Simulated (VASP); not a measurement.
# EuO (Fm-3m) in VASP: notebook

The runs below take EuO through single point, with PBEsol+U, LDA+U, PBE+D3(BJ)+U.

All numbers are computed with VASP 6.6.1; they aren't measurements. Logs are shortened: lines on timing, memory, paths and dates and some standing lists are left out, and cuts for length are marked.

## (1) The cell of the first run

The structure is cubic, space group Fm-3m (No. 225). The conventional cell has a = 5.050 Å, b = 5.050 Å, c = 5.050 Å, α = 90.00°, β = 90.00°, γ = 90.00°. Eu (site symmetry m-3m) has 6 O at 2.52 Å within 3.3 Å. O (site symmetry m-3m) has 6 Eu at 2.52 Å within 3.3 Å.

## (2) Single point, PBEsol+U, collinear spin, ferromagnetic start (16.10 Å³/atom)

INCAR

```
SYSTEM = EuO
PREC = Accurate
ENCUT = 600
EDIFF = 1E-6
ISMEAR = 0
SIGMA = 0.05
LREAL = .FALSE.
LASPH = .TRUE.
NELM = 200
ALGO = Normal
ISIF = 2
LWAVE = .FALSE.
LCHARG = .FALSE.
ISPIN = 2
MAGMOM = 7.39 -0.1
LORBIT = 11
LMAXMIX = 6
LDAU = .TRUE.
LDAUTYPE = 2
LDAUL = 3 -1
LDAUU = 6 0
LDAUJ = 0 0
LDAUPRINT = 1
GGA = PS
NBANDS = 22
GGA_COMPAT = .FALSE.
```

KPOINTS

```
regular mesh
0
G
  8 8 8
  0 0 0
```

POSCAR

```
EuO
1.0
    0.0000000000      2.5249485442      2.5249485442
    2.5249485442      0.0000000000      2.5249485442
    2.5249485442      2.5249485442      0.0000000000
Eu O
1 1
Direct
    0.5000000000      0.5000000000      0.5000000000
    0.0000000000      0.0000000000      0.0000000000
```

Potentials or basis: VASP PAW PBE potentials, release 64 (Eu, O).

On the command line:

```bash
cat potpaw_PBE.64/Eu/POTCAR potpaw_PBE.64/O/POTCAR > POTCAR
mpirun -np 1 vasp_std > vasp.out
```

OUTCAR:

```text
SYSTEM = EuO
   PREC = Accurate
   ENCUT = 600
   EDIFF = 1E-6
   ISMEAR = 0
   LREAL = .FALSE.
   LASPH = .TRUE.
   NELM = 200
   ISIF = 2
   ISPIN = 2
   LORBIT = 11
   GGA = PS

 ion  position               nearest neighbor table
   1  0.500  0.500  0.500-   2 2.52   2 2.52   2 2.52   2 2.52   2 2.52   2 2.52
   2  0.000  0.000  0.000-   1 2.52   1 2.52   1 2.52   1 2.52   1 2.52   1 2.52

  LATTYP: Found a face centered cubic cell.
 ALAT       =     5.0498970884

  Lattice vectors:

 A1 = (   0.0000000000,   2.5249485442,   2.5249485442)
 A2 = (   2.5249485442,   0.0000000000,   2.5249485442)
 A3 = (   2.5249485442,   2.5249485442,   0.0000000000)

Analysis of symmetry for initial positions (statically):
=====================================================================
 Subroutine PRICEL returns:
 Original cell was already a primitive cell.

 Routine SETGRP: Setting up the symmetry group for a
 face centered cubic supercell.

 Subroutine GETGRP returns: Found 48 space group operations
 (whereof 48 operations were pure point group operations)
 out of a pool of 48 trial point group operations.

The static configuration has the point symmetry O_h .

Analysis of symmetry for dynamics (positions and initial velocities):
=====================================================================
 Subroutine PRICEL returns:
 Original cell was already a primitive cell.

 Routine SETGRP: Setting up the symmetry group for a
 face centered cubic supercell.

 Subroutine GETGRP returns: Found 48 space group operations
 (whereof 48 operations were pure point group operations)
 out of a pool of 48 trial point group operations.

The dynamic configuration has the point symmetry O_h .

Analysis of structural, dynamic, and magnetic symmetry:
=====================================================================
 Subroutine PRICEL returns:
 Original cell was already a primitive cell.

 Routine SETGRP: Setting up the symmetry group for a
 face centered cubic supercell.

 Subroutine GETGRP returns: Found 48 space group operations
 (whereof 48 operations were pure point group operations)
 out of a pool of 48 trial point group operations.

The overall configuration has the point symmetry O_h .

 Subroutine INISYM returns: Found 48 space group operations
 (whereof 48 operations are pure point group operations),
 and found     1 'primitive' translations

----------------------------------------------------------------------------------------

                                     Primitive cell

  volume of cell :      32.1949

  direct lattice vectors                    reciprocal lattice vectors
     0.000000000  2.524948544  2.524948544    -0.198023837  0.198023837  0.198023837
     2.524948544  0.000000000  2.524948544     0.198023837 -0.198023837  0.198023837
     2.524948544  2.524948544  0.000000000     0.198023837  0.198023837 -0.198023837

[... 110 lines left out ...]
   U (eV)           for each species LDAUU =   6.0  0.0
   J (eV)           for each species LDAUJ =   0.0  0.0
   GGA     = PS    functional components
   LHFCALC =     F    Hartree Fock is set to
   AEXX    =    0.0000 exact exchange contribution
   IVDW    =     0    specifies the selected vdW correction
   LEPSILON=     F    determine dielectric tensor
   LRPA    =     F    only Hartree local field effects (RPA)
 spin polarized calculation
 Gauss-broadening in eV      SIGMA  =   0.05
  energy-cutoff  :      600.00
  volume of cell :       32.19
 maximum number of plane-waves:      1090
 NGX is ok and might be reduce to    30
   NGX = 15   NGY = 15   NGZ = 15

atom =   1  type =  1  l = 3

 onsite density matrix

spin component  1

  0.9696  0.0000 -0.0024 -0.0000  0.0000 -0.0000 -0.0000
  0.0000  0.9561 -0.0000 -0.0000  0.0000 -0.0000  0.0000
 -0.0024 -0.0000  0.9709  0.0000 -0.0000  0.0000  0.0000
 -0.0000 -0.0000  0.0000  0.9678  0.0000  0.0000  0.0000
  0.0000  0.0000 -0.0000  0.0000  0.9709 -0.0000  0.0024
 -0.0000 -0.0000  0.0000  0.0000 -0.0000  0.9727 -0.0000
 -0.0000  0.0000  0.0000  0.0000  0.0024 -0.0000  0.9696

spin component  2

  0.0040 -0.0000  0.0019  0.0000 -0.0000  0.0000  0.0000
 -0.0000  0.0001 -0.0000  0.0000 -0.0000  0.0000 -0.0000
  0.0019 -0.0000  0.0030 -0.0000 -0.0000 -0.0000 -0.0000
  0.0000  0.0000 -0.0000  0.0055 -0.0000 -0.0000  0.0000
 -0.0000 -0.0000 -0.0000 -0.0000  0.0030  0.0000 -0.0019
  0.0000  0.0000 -0.0000 -0.0000  0.0000  0.0016  0.0000
  0.0000 -0.0000 -0.0000  0.0000 -0.0019  0.0000  0.0040

 occupancies and eigenvectors

  o =  0.0001  v =  0.0000  0.0000  0.0000  0.0000  0.0000  0.0000  0.0000 -0.0000 -1.0000 -0.0000  0.0000 -0.0000  0.0000 -0.0000      0.0000  0.0000  0.0000  0.0000  0.0000  0.0000  0.0000  0.0000  0.0000  0.0000  0.0000  0.0000  0.0000  0.0000
  o =  0.0016  v =  0.0000  0.0000  0.0000  0.0000  0.0000  0.0000  0.0000 -0.0012 -0.0000  0.0015  0.0000  0.7906 -0.0021  0.6124      0.0000  0.0000  0.0000  0.0000  0.0000  0.0000  0.0000  0.0000  0.0000  0.0000  0.0000  0.0000  0.0000  0.0000
  o =  0.0016  v =  0.0000  0.0000  0.0000  0.0000  0.0000  0.0000  0.0000 -0.0274  0.0000  0.0354  0.0000  0.0016  0.9990  0.0012      0.0000  0.0000  0.0000  0.0000  0.0000  0.0000  0.0000  0.0000  0.0000  0.0000  0.0000  0.0000  0.0000  0.0000
  o =  0.0016  v =  0.0000  0.0000  0.0000  0.0000  0.0000  0.0000  0.0000  0.6118 -0.0000 -0.7898 -0.0000  0.0016  0.0448  0.0013      0.0000  0.0000  0.0000  0.0000  0.0000  0.0000  0.0000  0.0000  0.0000  0.0000  0.0000  0.0000  0.0000  0.0000
  o =  0.0055  v =  0.0000  0.0000  0.0000  0.0000  0.0000  0.0000  0.0000 -0.0007 -0.0000 -0.0006 -0.0005 -0.6124 -0.0000  0.7906      0.0000  0.0000  0.0000  0.0000  0.0000  0.0000  0.0000  0.0000  0.0000  0.0000  0.0000  0.0000  0.0000  0.0000
  o =  0.0055  v =  0.0000  0.0000  0.0000  0.0000  0.0000  0.0000  0.0000 -0.7906  0.0000 -0.6124  0.0001  0.0006  0.0000 -0.0007      0.0000  0.0000  0.0000  0.0000  0.0000  0.0000  0.0000  0.0000  0.0000  0.0000  0.0000  0.0000  0.0000  0.0000
  o =  0.0055  v =  0.0000  0.0000  0.0000  0.0000  0.0000  0.0000  0.0000 -0.0001 -0.0000 -0.0001 -1.0000  0.0003  0.0000 -0.0004      0.0000  0.0000  0.0000  0.0000  0.0000  0.0000  0.0000  0.0000  0.0000  0.0000  0.0000  0.0000  0.0000  0.0000
  o =  0.9561  v =  0.0000 -1.0000 -0.0000  0.0000  0.0000  0.0000  0.0000  0.0000  0.0000  0.0000  0.0000  0.0000  0.0000  0.0000      0.0000  0.0000  0.0000  0.0000  0.0000  0.0000  0.0000  0.0000  0.0000  0.0000  0.0000  0.0000  0.0000  0.0000
  o =  0.9678  v =  0.0000 -0.0000  0.0000 -0.9996 -0.0182  0.0000  0.0235  0.0000  0.0000  0.0000  0.0000  0.0000  0.0000  0.0000      0.0000  0.0000  0.0000  0.0000  0.0000  0.0000  0.0000  0.0000  0.0000  0.0000  0.0000  0.0000  0.0000  0.0000
  o =  0.9678  v = -0.7906  0.0000 -0.6124 -0.0000  0.0000 -0.0000 -0.0000  0.0000  0.0000  0.0000  0.0000  0.0000  0.0000  0.0000      0.0000  0.0000  0.0000  0.0000  0.0000  0.0000  0.0000  0.0000  0.0000  0.0000  0.0000  0.0000  0.0000  0.0000
  o =  0.9678  v =  0.0000 -0.0000  0.0000 -0.0297  0.6121  0.0000 -0.7902  0.0000  0.0000  0.0000  0.0000  0.0000  0.0000  0.0000      0.0000  0.0000  0.0000  0.0000  0.0000  0.0000  0.0000  0.0000  0.0000  0.0000  0.0000  0.0000  0.0000  0.0000
  o =  0.9727  v = -0.6124 -0.0000  0.7906  0.0000 -0.0000  0.0000  0.0000  0.0000  0.0000  0.0000  0.0000  0.0000  0.0000  0.0000      0.0000  0.0000  0.0000  0.0000  0.0000  0.0000  0.0000  0.0000  0.0000  0.0000  0.0000  0.0000  0.0000  0.0000
  o =  0.9727  v =  0.0000 -0.0000  0.0000  0.0000 -0.7906  0.0069 -0.6124  0.0000  0.0000  0.0000  0.0000  0.0000  0.0000  0.0000      0.0000  0.0000  0.0000  0.0000  0.0000  0.0000  0.0000  0.0000  0.0000  0.0000  0.0000  0.0000  0.0000  0.0000
  o =  0.9727  v =  0.0000 -0.0000  0.0000 -0.0000 -0.0054 -1.0000 -0.0042  0.0000  0.0000  0.0000  0.0000  0.0000  0.0000  0.0000      0.0000  0.0000  0.0000  0.0000  0.0000  0.0000  0.0000  0.0000  0.0000  0.0000  0.0000  0.0000  0.0000  0.0000

 number of electron      23.0000000 magnetization       6.9999968

 Free energy of the ion-electron system (eV)
  ---------------------------------------------------
  ext. energy  EPLUGINS =         0.00000000
  ---------------------------------------------------
  free energy    TOTEN  =       -21.76536006 eV

  energy without entropy =      -21.76522567  energy(sigma->0) =      -21.76529287

 E-fermi :   3.8972     XC(G=0): -11.3260

 val. band max:        3.8366266229   @ k =   0.1250   0.1250   0.0000
 cond. band min:       3.9305525815   @ k =   0.0000   0.0000   0.0000
 fundamental gap:      0.0939259586
 Fermi energy:         3.8971651317

 spin component 1

 k-point     1 :       0.0000    0.0000    0.0000
  band No.  band energies     occupation
      1     -35.8006      1.00000
      2     -14.2929      1.00000
      3     -14.2929      1.00000
      4     -14.2929      1.00000
      5     -13.9155      1.00000
      6       0.6470      1.00000
[... 1193 lines left out ...]
     21      16.3024      0.00000
     22      16.5023      0.00000

 [... further k-points ...]
[... 5 lines left out ...]
  --------------------------------------------------------------------------------------
  -------------------------------------------------------------------------------------
  Total        0.2565008      0.2565008      0.2565008     -0.0000000      0.0000000      0.0000000
  in kB       12.7647348     12.7647348     12.7647348     -0.0000000      0.0000000      0.0000000
  external PRESSURE =      12.7647348 kB  Pullay stress =       0.0000000 kB

 VOLUME and BASIS-vectors are now :
 -----------------------------------------------------------------------------
  energy-cutoff  :      600.00
  volume of cell :       32.19
      direct lattice vectors                 reciprocal lattice vectors
     0.000000000  2.524948544  2.524948544    -0.198023837  0.198023837  0.198023837
     2.524948544  0.000000000  2.524948544     0.198023837 -0.198023837  0.198023837
     2.524948544  2.524948544  0.000000000     0.198023837  0.198023837 -0.198023837

 POSITION                                       TOTAL-FORCE (eV/Angst)
 -----------------------------------------------------------------------------------
      2.52495      2.52495      2.52495         0.000000      0.000000      0.000000
      0.00000      0.00000      0.00000        -0.000000      0.000000     -0.000000
 -----------------------------------------------------------------------------------
    total drift:                                0.000000     -0.000000      0.000000

  FREE ENERGIE OF THE ION-ELECTRON SYSTEM (eV)
  ---------------------------------------------------
  free  energy   TOTEN  =       -21.7653600623 eV

  energy  without entropy=      -21.7652256698  energy(sigma->0) =      -21.76529287

 total charge

# of ion       s       p       d       f       tot
--------------------------------------------------
    1        2.032   5.774   0.347   6.789  14.942
    2        1.548   3.405   0.000   0.000   4.953
--------------------------------------------------
tot          3.580   9.179   0.347   6.789  19.895

 magnetization (x)

# of ion       s       p       d       f       tot
--------------------------------------------------
    1       -0.011  -0.098   0.087   6.750   6.728
    2       -0.006  -0.099   0.000   0.000  -0.105
--------------------------------------------------
tot         -0.017  -0.197   0.087   6.750   6.622
```

It took 2.3 min on 1 thread of Intel Xeon 8259CL, shared host; peak memory 0.23 GiB.

What came out:

* Free energy: -21.7654 eV
* Pressure: 1.3 GPa
* Band gap on the k mesh: zero (filled and empty bands overlap)
* Net moment: 7.00 μB per cell
* Site moments: Eu +6.73; O -0.10 μB
* Valence electrons inside the program's atomic spheres: Eu 14.94; O 4.95

Levels at points of the mesh, in eV from the Fermi level:
Spin up:
```tsv
k point	band 12	band 13	band 14	band 15	band 16	band 17	band 18	band 19
(0.00, 0.00, 0.00)	-0.53	0.03	0.03	0.03	0.94	2.76	2.76	2.76
(0.50, 0.00, 0.00)	-0.55	-0.55	-0.52	-0.51	3.49	5.77	5.77	6.11
(0.50, 0.50, 0.00)	-0.65	-0.51	-0.41	-0.15	-0.15	4.85	7.22	8.00
```
Spin down:
| k point | band 4 | band 5 | band 6 | band 7 | band 8 | band 9 | band 10 | band 11 | band 12 | band 13 |
| --- | --- | --- | --- | --- | --- | --- | --- | --- | --- | --- |
| (0.00, 0.00, 0.00) | -15.86 | -15.86 | -2.81 | -2.81 | -2.81 | 1.81 | 3.77 | 3.77 | 3.77 | 6.27 |
| (0.50, 0.00, 0.00) | -15.97 | -14.80 | -5.05 | -4.09 | -4.09 | 4.15 | 6.45 | 6.83 | 6.83 | 8.95 |
| (0.50, 0.50, 0.00) | -16.41 | -16.41 | -2.74 | -2.72 | -2.72 | 0.52 | 5.77 | 7.90 | 8.47 | 9.37 |

Eigenvalues of the final occupation matrices:
```csv
site,spin,trace,eigenvalues
site 1 f,1,6.78,0.96 0.97 0.97 0.97 0.97 0.97 0.97
site 1 f,2,0.02,0.00 0.00 0.00 0.00 0.01 0.01 0.01
```

Caveat: the PAW data sets were made with another functional, which shifts forces and pressure a little; spin-orbit coupling is left out, which moves the levels of the heavy elements; a cell with one magnetic atom can't hold antiferromagnetic order, which such compounds often take.

## (3) Single point, LDA+U, collinear spin, ferromagnetic start (16.11 Å³/atom)

INCAR

```
SYSTEM = EuO
PREC = Accurate ; ENCUT = 600
EDIFF = 1E-6 ; ISMEAR = 0
SIGMA = 0.05 ; LREAL = .FALSE.
LASPH = .TRUE. ; NELM = 200
ALGO = Normal ; ISIF = 2
LWAVE = .FALSE. ; LCHARG = .FALSE.
ISPIN = 2 ; MAGMOM = 7.38 -0.08
LORBIT = 11 ; LMAXMIX = 6
LDAU = .TRUE. ; LDAUTYPE = 2
LDAUL = 3 -1 ; LDAUU = 6 0
LDAUJ = 0 0 ; LDAUPRINT = 1
GGA = CA ; NBANDS = 22
GGA_COMPAT = .FALSE.
```

KPOINTS

```
Automatic mesh
0
G
  8 8 8
  0 0 0
```

POSCAR

```
EuO
1.0
    0.0000000000      2.5254978421      2.5254978421
    2.5254978421      0.0000000000      2.5254978421
    2.5254978421      2.5254978421      0.0000000000
Eu O
1 1
Direct
    0.5000000000      0.5000000000      0.5000000000
    0.0000000000      0.0000000000      0.0000000000
```

Potentials or basis: VASP PAW PBE potentials, release 64 (Eu, O).

On the command line:

```bash
cat potpaw_PBE.64/Eu/POTCAR potpaw_PBE.64/O/POTCAR > POTCAR
mpirun -np 1 vasp_std > vasp.out
```

It took 99 s on 1 thread of Intel Xeon 8259CL, shared host; peak memory 0.2 GiB.

The run converged. Its results:

- Free energy: -22.1516 eV
- Pressure: -2.4 GPa
- Band gap on the k mesh: zero (filled and empty bands overlap)
- Net moment: 7.00 μB per cell
- Site moments: Eu +6.74; O -0.09 μB
- Valence electrons inside the program's atomic spheres: Eu 14.91; O 4.94

Levels at points of the mesh, in eV from the Fermi level:
Spin up:
```csv
k point,band 13,band 14,band 15,band 16,band 17,band 18
"(0.00, 0.00, 0.00)",0.03,0.03,0.03,1.04,2.74,2.74
"(0.50, 0.00, 0.00)",-0.55,-0.50,-0.50,3.49,5.75,5.75
"(0.50, 0.50, 0.00)",-0.50,-0.38,-0.15,-0.15,4.87,7.21
```
Spin down:
| k point | band 4 | band 5 | band 6 | band 7 | band 8 | band 9 | band 10 | band 11 | band 12 | band 13 |
| --- | --- | --- | --- | --- | --- | --- | --- | --- | --- | --- |
| (0.00, 0.00, 0.00) | -15.89 | -15.89 | -2.81 | -2.81 | -2.81 | 1.66 | 3.60 | 3.60 | 3.60 | 6.14 |
| (0.50, 0.00, 0.00) | -16.00 | -14.68 | -5.10 | -4.11 | -4.11 | 4.00 | 6.25 | 6.68 | 6.68 | 8.65 |
| (0.50, 0.50, 0.00) | -16.44 | -16.44 | -2.75 | -2.72 | -2.72 | 0.33 | 5.68 | 7.67 | 8.37 | 9.04 |

Eigenvalues of the final occupation matrices:
```csv
site,spin,trace,eigenvalues
site 1 f,1,6.78,0.96 0.97 0.97 0.97 0.97 0.97 0.97
site 1 f,2,0.02,0.00 0.00 0.00 0.00 0.01 0.01 0.01
```

Caveat: the PAW data sets were made with another functional, which shifts forces and pressure a little; spin-orbit coupling is left out, which moves the levels of the heavy elements; a cell with one magnetic atom can't hold antiferromagnetic order, which such compounds often take. The state reached can hang on the start; a lower one may exist.

## (4) Single point, PBE+D3(BJ)+U, collinear spin, ferromagnetic start (16.17 Å³/atom)

This run uses another cell than the first one, of 16.17 Å³/atom.

INCAR

```
SYSTEM = EuO
ALGO = Normal
EDIFF = 1E-6
ENCUT = 600
GGA = PE
GGA_COMPAT = .False.
ISIF = 2
ISMEAR = 0
ISPIN = 2
IVDW = 12
LASPH = .True.
LCHARG = .True.
LDAU = .True.
LDAUJ = 0 0
LDAUL = 3 -1
LDAUPRINT = 1
LDAUTYPE = 2
LDAUU = 6 0
LELF = .True.
LMAXMIX = 6
LORBIT = 11
LREAL = .False.
LVHAR = .True.
LWAVE = .False.
MAGMOM = 7.4 -0.1
NBANDS = 22
NELM = 200
PREC = Accurate
SIGMA = 0.05
```

KPOINTS

```
k-points
0
Gamma
  8 8 8
  0 0 0
```

POSCAR

```
EuO
1.0
    0.0000000000      2.5289757952      2.5289757952
    2.5289757952      0.0000000000      2.5289757952
    2.5289757952      2.5289757952      0.0000000000
Eu O
1 1
Direct
    0.5000000000      0.5000000000      0.5000000000
    0.0000000000      0.0000000000      0.0000000000
```

Potentials or basis: VASP PAW PBE potentials, release 64 (Eu, O).

On the command line:

```bash
cat potpaw_PBE.64/Eu/POTCAR potpaw_PBE.64/O/POTCAR > POTCAR
mpirun -np 1 vasp_std > vasp.out
```

OUTCAR:

```text
SYSTEM = EuO
   EDIFF = 1E-6
   ENCUT = 600
   GGA = PE
   ISIF = 2
   ISMEAR = 0
   ISPIN = 2
   IVDW = 12
   LASPH = .True.
   LORBIT = 11
   LREAL = .False.
   NELM = 200
   PREC = Accurate
 IVDW          = 12

 ion  position               nearest neighbor table
   1  0.500  0.500  0.500-   2 2.53   2 2.53   2 2.53   2 2.53   2 2.53   2 2.53
   2  0.000  0.000  0.000-   1 2.53   1 2.53   1 2.53   1 2.53   1 2.53   1 2.53

  LATTYP: Found a face centered cubic cell.
 ALAT       =     5.0579515904

  Lattice vectors:

[... 1466 lines left out ...]

 VOLUME and BASIS-vectors are now :
 -----------------------------------------------------------------------------
  energy-cutoff  :      600.00
  volume of cell :       32.35
      direct lattice vectors                 reciprocal lattice vectors
     0.000000000  2.528975795  2.528975795    -0.197708496  0.197708496  0.197708496
     2.528975795  0.000000000  2.528975795     0.197708496 -0.197708496  0.197708496
     2.528975795  2.528975795  0.000000000     0.197708496  0.197708496 -0.197708496

 POSITION                                       TOTAL-FORCE (eV/Angst)
 -----------------------------------------------------------------------------------
      2.52898      2.52898      2.52898         0.000000      0.000000     -0.000000
      0.00000      0.00000      0.00000        -0.000000      0.000000      0.000000
 -----------------------------------------------------------------------------------
    total drift:                                0.000000     -0.000000      0.000000

  FREE ENERGIE OF THE ION-ELECTRON SYSTEM (eV)
  ---------------------------------------------------
  free  energy   TOTEN  =       -21.6546587024 eV

  energy  without entropy=      -21.6545205164  energy(sigma->0) =      -21.65458961

 total charge

# of ion       s       p       d       f       tot
--------------------------------------------------
    1        2.035   5.808   0.337   6.803  14.984
    2        1.553   3.427   0.000   0.000   4.980
--------------------------------------------------
tot          3.588   9.235   0.337   6.803  19.963

 magnetization (x)

# of ion       s       p       d       f       tot
--------------------------------------------------
    1       -0.014  -0.111   0.083   6.764   6.721
    2       -0.005  -0.094   0.000   0.000  -0.099
--------------------------------------------------
tot         -0.019  -0.205   0.083   6.764   6.623
```

stdout:

```text
POSCAR found type information on POSCAR EuO
 POSCAR found :  2 types and       2 ions
 scaLAPACK will be used
 LDA part: xc-table for (Slater+PW92), standard interpolation
 POSCAR, INCAR and KPOINTS ok, starting setup
 FFT: planning ... GRIDC
 FFT: planning ... GRID_SOFT
 FFT: planning ... GRID
 WAVECAR not read
 entering main loop
```

Run time: 99 s. Hardware: 1 thread of Intel Xeon 8259CL, shared host; peak memory 0.24 GiB.

What came out:

```yaml
Free_energy: -21.6547 eV
Pressure: 3.4 GPa
Band_gap_on_the_k_mesh: zero (filled and empty bands overlap)
Net_moment: 7.00 μB per cell
Site_moments: Eu +6.72; O -0.10 μB
Valence_electrons_inside_the_program's_atomic_spheres: Eu 14.98; O 4.98
Dispersion_energy_per_atom: -0.281 eV
```

Eigenvalues of the final occupation matrices:
| site | spin | trace | eigenvalues |
| --- | --- | --- | --- |
| site 1 f | 1 | 6.79 | 0.96 0.97 0.97 0.97 0.97 0.97 0.97 |
| site 1 f | 2 | 0.02 | 0.00 0.00 0.00 0.00 0.01 0.01 0.01 |

Caveat: the cell stands under pressure; spin-orbit coupling is left out, which moves the levels of the heavy elements; a cell with one magnetic atom can't hold antiferromagnetic order, which such compounds often take.

[end of part 1 of 2]
